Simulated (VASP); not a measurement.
# GaIr4Ru (P4/mmm) in VASP: single point with PBE

Aim: the single point of GaIr4Ru with PBE.

All numbers are computed with VASP 6.6.1; they aren't measurements. Logs are shortened: lines on timing, memory, paths and dates and some standing lists are left out, and cuts for length are marked.

### Step 1. The cell of the first run

It takes space group P4/mmm (No. 123, tetragonal). Conventional cell: a = 3.639 Å, b = 3.639 Å, c = 5.428 Å, α = 90.00°, β = 90.00°, γ = 90.00°. Ga (site symmetry 4/mmm) has 8 Ir at 2.22 Å within 2.9 Å. Ru (site symmetry 4/mmm) has 8 Ir at 2.32 Å within 3.1 Å. Ir (site symmetry 2mm) has 2 Ga at 2.22 Å and 2 Ru at 2.32 Å and 6 Ir at 2.56 to 2.87 Å within 2.9 Å.

The cell was built from a structure type or drawn by symmetry, and may not be a known phase.

### Step 2. Single point, PBE

INCAR reads:

```
  PREC = Accurate
  ENCUT = 520
  EDIFF = 1E-6
  ISMEAR = 0
  SIGMA = 0.1
  LREAL = F
  LASPH = T
  NELM = 60
  ALGO = Normal
  ISIF = 2
  LWAVE = F
  LCHARG = F
  GGA = PE
  NBANDS = 40
```

KPOINTS reads:

```
Automatic mesh
0
Gamma
  6 6 4
```

POSCAR reads:

```
GaIr4Ru
1.0
    3.6387299600      0.0000000000      0.0000000000
    0.0000000000      3.6387299600      0.0000000000
    0.0000000000      0.0000000000      5.4283425500
Ga Ru Ir
1 1 4
Direct
    0.0000000000      0.0000000000      0.0000000000
    0.5000000000      0.5000000000      0.5000000000
    0.0000000000      0.5000000000      0.7644799900
    0.5000000000      0.0000000000      0.7644799900
    0.0000000000      0.5000000000      0.2355200100
    0.5000000000      0.0000000000      0.2355200100
```

Potentials or basis: VASP PAW PBE potentials, release 64 (Ga_d, Ru_pv, Ir).

Run with:

```bash
$ cat potpaw_PBE.64/Ga_d/POTCAR potpaw_PBE.64/Ru_pv/POTCAR potpaw_PBE.64/Ir/POTCAR > POTCAR
$ mpirun -np 1 vasp_std > vasp.out
```

OUTCAR:

```text
PREC = Accurate
   ENCUT = 520
   EDIFF = 1E-6
   ISMEAR = 0
   LREAL = F
   LASPH = T
   NELM = 60
   ISIF = 2
   GGA = PE

 ion  position               nearest neighbor table
   1  0.000  0.000  0.000-   3 2.22   4 2.22   5 2.22   6 2.22   3 2.22   5 2.22   4 2.22   6 2.22

   2  0.500  0.500  0.500-   3 2.32   4 2.32   5 2.32   6 2.32   4 2.32   6 2.32   3 2.32   5 2.32

   3  0.000  0.500  0.764-   1 2.22   1 2.22   2 2.32   2 2.32   5 2.56   4 2.57   4 2.57   4 2.57
                             4 2.57   5 2.87
   4  0.500  0.000  0.764-   1 2.22   1 2.22   2 2.32   2 2.32   6 2.56   3 2.57   3 2.57   3 2.57
                             3 2.57   6 2.87
   5  0.000  0.500  0.236-   1 2.22   1 2.22   2 2.32   2 2.32   3 2.56   6 2.57   6 2.57   6 2.57
                             6 2.57   3 2.87
   6  0.500  0.000  0.236-   1 2.22   1 2.22   2 2.32   2 2.32   4 2.56   5 2.57   5 2.57   5 2.57
                             5 2.57   4 2.87

  LATTYP: Found a simple tetragonal cell.
 ALAT       =     3.6387299600
 C/A-ratio  =     1.4918234136

  Lattice vectors:

 A1 = (   3.6387299600,   0.0000000000,   0.0000000000)
 A2 = (   0.0000000000,   3.6387299600,   0.0000000000)
 A3 = (   0.0000000000,   0.0000000000,   5.4283425500)

Analysis of symmetry for initial positions (statically):
=====================================================================
 Subroutine PRICEL returns:
 Original cell was already a primitive cell.

 Routine SETGRP: Setting up the symmetry group for a
 simple tetragonal supercell.

 Subroutine GETGRP returns: Found 16 space group operations
 (whereof 16 operations were pure point group operations)
 out of a pool of 16 trial point group operations.

The static configuration has the point symmetry D_4h.

Analysis of symmetry for dynamics (positions and initial velocities):
=====================================================================
 Subroutine PRICEL returns:
 Original cell was already a primitive cell.

 Routine SETGRP: Setting up the symmetry group for a
 simple tetragonal supercell.

 Subroutine GETGRP returns: Found 16 space group operations
 (whereof 16 operations were pure point group operations)
 out of a pool of 16 trial point group operations.

The dynamic configuration has the point symmetry D_4h.

 Subroutine INISYM returns: Found 16 space group operations
 (whereof 16 operations are pure point group operations),
 and found     1 'primitive' translations

----------------------------------------------------------------------------------------

                                     Primitive cell

  volume of cell :      71.8732

  direct lattice vectors                    reciprocal lattice vectors
     3.638729960  0.000000000  0.000000000     0.274821163  0.000000000  0.000000000
     0.000000000  3.638729960  0.000000000     0.000000000  0.274821163  0.000000000
     0.000000000  0.000000000  5.428342550     0.000000000  0.000000000  0.184218293

  length of vectors
     3.638729960  3.638729960  5.428342550     0.274821163  0.274821163  0.184218293

  position of ions in fractional coordinates (direct lattice)
     0.000000000  0.000000000  0.000000000
     0.500000000  0.500000000  0.500000000
     0.000000000  0.500000000  0.764479990
     0.500000000  0.000000000  0.764479990
     0.000000000  0.500000000  0.235520010
     0.500000000  0.000000000  0.235520010

  ion indices of the primitive-cell ions
   primitive index   ion index
                 1           1
                 2           2
                 3           3
                 4           4
                 5           5
                 6           6

----------------------------------------------------------------------------------------

 KPOINTS: Automatic mesh

Automatic generation of k-mesh.
 Grid dimensions read from file:
 generate k-points for:    6    6    4

 Generating k-lattice:

  Cartesian coordinates                     Fractional coordinates (reciprocal lattice)
     0.045803527  0.000000000  0.000000000     0.166666667  0.000000000  0.000000000
     0.000000000  0.045803527  0.000000000     0.000000000  0.166666667  0.000000000
     0.000000000  0.000000000  0.046054573     0.000000000  0.000000000  0.250000000

  Length of vectors
     0.045803527  0.045803527  0.046054573

  Shift w.r.t. Gamma in fractional coordinates (k-lattice)
     0.000000000  0.000000000  0.000000000

 Subroutine IBZKPT returns following result:
 ===========================================

 Found     30 irreducible k-points:

 Following reciprocal coordinates:
            Coordinates               Weight
  0.000000  0.000000  0.000000      1.000000
  0.166667  0.000000  0.000000      4.000000
  0.333333  0.000000  0.000000      4.000000
  0.500000  0.000000  0.000000      2.000000
  0.166667  0.166667  0.000000      4.000000
  0.333333  0.166667  0.000000      8.000000
[... 16 lines left out ...]
  0.333333  0.000000  0.500000      4.000000
  0.500000  0.000000  0.500000      2.000000
 [... further k-points ...]
   k-points           NKPTS =     30   k-points in BZ     NKDIM =     30   number of bands    NBANDS=     40
   number of dos      NEDOS =    301   number of ions     NIONS =      6
   total plane-waves  NPLWV =  31360
   dimension x,y,z NGX =    28 NGY =   28 NGZ =   40
   dimension x,y,z NGXF=    56 NGYF=   56 NGZF=   80
   ions per type =               1   1   4
   NGX,Y,Z   is equivalent  to a cutoff of  12.79, 12.79, 12.25 a.u.
   NGXF,Y,Z  is equivalent  to a cutoff of  25.59, 25.59, 24.50 a.u.
 SYSTEM =  unknown system
   PREC   = accura    normal or accurate (medium, high low for compatibility)
   ISTART =      0    job   : 0-new  1-cont  2-samecut
   ICHARG =      2    charge: 1-file 2-atom 10-const
   ISPIN  =      1    spin polarized calculation?
   LNONCOLLINEAR =      F non collinear calculations
   LSORBIT =      F    spin-orbit coupling
   LASPH  =      T    aspherical Exc in radial PAW
   ENCUT  =  520.0 eV  38.22 Ry    6.18 a.u.   6.77  6.77 10.09*2*pi/ulx,y,z
   NELM   =     60;   NELMIN=  2; NELMDL= -5     # of ELM steps
   EDIFF  = 0.1E-05   stopping-criterion for ELM
   LREAL  =      F    real-space projection
   EDIFFG = 0.1E-04   stopping-criterion for IOM
   NSW    =      0    number of steps for IOM
   IBRION =     -1    ionic relax: 0-MD 1-quasi-New 2-CG
   NFREE  =      0    steps in history (QN), initial steepest desc. (CG)
   ISIF   =      2    stress and relaxation
   ISYM   =      2    0-nonsym 1-usesym 2-fastsym
   POTIM  = 0.5000    time-step for ionic-motion
   TEBEG  =    0.0;   TEEND  =   0.0 temperature during run
   PSTRESS=    0.0 pullay stress
   NELECT =      63.0000    total number of electrons
   NUPDOWN=      -1.0000    fix difference up-down
   EMIN   =  10.00;   EMAX   =-10.00  energy-range for DOS
   EFERMI =   0.00;   METHOD = LEGACY
   ISMEAR =     0;   SIGMA  =   0.10  broadening in eV -4-tet -1-fermi 0-gaus
   EFERMI_NEDOS =   21; number of points for ismear=-14 and -15
   IALGO  =     38    algorithm
   IMIX   =      4    mixing-type and parameters
     AMIX     =   0.40;   BMIX     =  1.00
     AMIX_MAG =   1.60;   BMIX_MAG =  1.00
  volume/ion in A,a.u.               =      11.98        80.84
  Fermi-wavevector in a.u.,A,eV,Ry     =   1.566749  2.960726 33.398247  2.454702
  Thomas-Fermi vector in A             =   2.669031
   LORBIT       =      0    0 simple, 1 ext, 2 COOP (PROOUT), +10 PAW based schemes
   GGA     = PE    functional components
   LHFCALC =     F    Hartree Fock is set to
   AEXX    =    0.0000 exact exchange contribution
   IVDW    =     0    specifies the selected vdW correction
   LEPSILON=     F    determine dielectric tensor
   LRPA    =     F    only Hartree local field effects (RPA)
 non-spin polarized calculation
 Gauss-broadening in eV      SIGMA  =   0.10
  energy-cutoff  :      520.00
  volume of cell :       71.87
 maximum number of plane-waves:      1972
 NGX is ok and might be reduce to    28
   NGX = 13   NGY = 13   NGZ = 21

 number of electron      62.9999996 magnetization

 Free energy of the ion-electron system (eV)
  ---------------------------------------------------
  ext. energy  EPLUGINS =         0.00000000
  ---------------------------------------------------
  free energy    TOTEN  =       -35.35801000 eV

  energy without entropy =      -35.34312668  energy(sigma->0) =      -35.35056834

 E-fermi :  12.7124     XC(G=0): -14.5186

 val. band max:       12.6866901964   @ k =   0.5000   0.0000   0.0000
 cond. band min:      12.7251140611   @ k =   0.5000   0.5000   0.2500
 fundamental gap:      0.0384238647
 Fermi energy:        12.7124426747

 k-point     1 :       0.0000    0.0000    0.0000
  band No.  band energies     occupation
      1     -31.6924      2.00000
      2     -31.4346      2.00000
      3     -31.4346      2.00000
      4      -2.6438      2.00000
      5      -2.5557      2.00000
      6      -2.5514      2.00000
[... 32 lines left out ...]
     39      20.3891      0.00000
     40      21.8919      0.00000

 k-point     2 :       0.1667    0.0000    0.0000
  band No.  band energies     occupation
      1     -31.6862      2.00000
      2     -31.4378      2.00000
      3     -31.4347      2.00000
      4      -2.6450      2.00000
      5      -2.5808      2.00000
      6      -2.5576      2.00000
[... 32 lines left out ...]
     39      20.8662      0.00000
     40      20.9918      0.00000

 k-point     3 :       0.3333    0.0000    0.0000
  band No.  band energies     occupation
      1     -31.6739      2.00000
      2     -31.4442      2.00000
      3     -31.4347      2.00000
      4      -2.6506      2.00000
      5      -2.6296      2.00000
      6      -2.5695      2.00000
[... 853 lines left out ...]
  band No.  band energies     occupation
      1     -31.6744      2.00000
      2     -31.4432      2.00000
      3     -31.4345      2.00000
      4      -2.6344      2.00000
      5      -2.6335      2.00000
      6      -2.5723      2.00000
[... 32 lines left out ...]
     39      21.5090      0.00000
     40      21.5654      0.00000

 k-point    24 :       0.5000    0.0000    0.5000
  band No.  band energies     occupation
      1     -31.6682      2.00000
      2     -31.4461      2.00000
      3     -31.4345      2.00000
      4      -2.6535      2.00000
      5      -2.6379      2.00000
      6      -2.5781      2.00000
[... 32 lines left out ...]
     39      22.0575      0.00000
     40      22.5392      0.00000

 [... further k-points ...]

------------------------ aborting loop because EDIFF is reached ----------------------------------------

  FORCE on cell =-STRESS in cart. coord.  units (eV):
  Direction    XX          YY          ZZ          XY          YZ          ZX
  --------------------------------------------------------------------------------------
  -------------------------------------------------------------------------------------
  Total       73.2198228     73.2198228     72.0802291      0.0000000      0.0000000      0.0000000
  in kB     1632.1961800   1632.1961800   1606.7926693      0.0000000      0.0000000      0.0000000
  external PRESSURE =    1623.7283431 kB  Pullay stress =       0.0000000 kB

 VOLUME and BASIS-vectors are now :
 -----------------------------------------------------------------------------
  energy-cutoff  :      520.00
  volume of cell :       71.87
      direct lattice vectors                 reciprocal lattice vectors
     3.638729960  0.000000000  0.000000000     0.274821163  0.000000000  0.000000000
     0.000000000  3.638729960  0.000000000     0.000000000  0.274821163  0.000000000
     0.000000000  0.000000000  5.428342550     0.000000000  0.000000000  0.184218293

 POSITION                                       TOTAL-FORCE (eV/Angst)
 -----------------------------------------------------------------------------------
      0.00000      0.00000      0.00000         0.000000      0.000000      0.000000
      1.81936      1.81936      2.71417         0.000000      0.000000      0.000000
      0.00000      1.81936      4.14986        -0.000000      0.000000     -1.913972
      1.81936      0.00000      4.14986        -0.000000      0.000000     -1.913972
      0.00000      1.81936      1.27848         0.000000      0.000000      1.913972
      1.81936      0.00000      1.27848         0.000000     -0.000000      1.913972
 -----------------------------------------------------------------------------------
    total drift:                                0.000000      0.000000      0.000000

  FREE ENERGIE OF THE ION-ELECTRON SYSTEM (eV)
  ---------------------------------------------------
  free  energy   TOTEN  =       -35.3580099979 eV

  energy  without entropy=      -35.3431266789  energy(sigma->0) =      -35.35056834
```

Wall time 82 s (1 thread of Intel Xeon Platinum 8259CL at 2.50GHz (Skylake/Cascade Lake), shared host); peak memory 0.23 GiB.

What came out:

```
Free energy            : -35.3580 eV
Pressure               : 162.4 GPa
Largest force          : 1.914 eV/Å
Band gap on the k mesh : zero (an odd number of electrons rules out a gap without spin polarisation)
```

Forces on the atoms (eV/Å):
```
Ga   0.000  0.000  0.000
Ru   0.000  0.000  0.000
Ir   0.000  0.000 -1.914
Ir   0.000  0.000 -1.914
Ir   0.000  0.000  1.914
Ir   0.000  0.000  1.914
```

Stress tensor (GPa, compression positive):
```
163.22   0.00   0.00
  0.00 163.22   0.00
  0.00   0.00 160.68
```

Levels at points of the mesh, in eV from the Fermi level:
| k point | band 29 | band 30 | band 31 | band 32 | band 33 | band 34 | band 35 | band 36 |
| --- | --- | --- | --- | --- | --- | --- | --- | --- |
| (0.00, 0.00, 0.00) | 0.87 | 1.04 | 1.76 | 1.76 | 1.97 | 1.97 | 2.00 | 2.59 |
| (0.50, 0.00, 0.00) | -2.03 | -1.75 | -1.27 | -0.60 | -0.03 | 0.58 | 2.91 | 3.27 |
| (0.50, 0.50, 0.00) | -0.25 | 0.13 | 0.36 | 0.36 | 0.71 | 1.21 | 1.21 | 2.08 |
| (0.00, 0.00, 0.50) | -0.40 | -0.08 | 0.24 | 1.22 | 2.45 | 2.63 | 2.71 | 4.92 |
| (0.50, 0.00, 0.50) | -2.48 | -2.42 | -1.86 | -1.70 | 0.57 | 0.62 | 1.55 | 2.19 |
| (0.50, 0.50, 0.50) | -1.07 | -1.00 | -0.57 | 0.43 | 0.43 | 0.58 | 0.72 | 2.68 |

Caveat: the cell stands under pressure; spin-orbit coupling is left out, which moves the levels of the heavy elements; forces of over 1 eV/Å act on the atoms, so gaps and moduli don't describe the material at rest.
